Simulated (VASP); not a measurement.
Al, 5 atoms in the cell. The cell holds a slab with vacuum, 5 atoms: a = 2.839 Å, b = 4.015 Å, c = 12.481 Å, α = 90.00°, β = 90.00°, γ = 90.00°. 

* Program: VASP 6.6.1
* Task: single point
* Functional: PBEsol
* Potentials or basis: VASP PAW PBE potentials, release 64 (Al)
* Cutoff: 520 eV
* k mesh: 13 × 9 × 1
* Occupations: fermi-dirac, width 0.1 eV
* Spin: no spin polarisation
* Dipole correction: yes
* Further INCAR settings: ALGO = Normal; EDIFF = 1e-06; NBANDS = 16

Potentials or basis: VASP PAW PBE potentials, release 64 (Al).

Run with:

```bash
$ cat potpaw_PBE.64/Al/POTCAR > POTCAR
$ mpirun -np 1 vasp_std > vasp.out
```

Hardware: 1 thread of Intel Xeon 6975P-C (shared host).

Task: How long does it take, and how much memory?

Result: It took 67 s on 1 thread of Intel Xeon 6975P-C, with other jobs on the host, peak memory 0.26 GiB. Counts: scf iterations 17, k points 35.
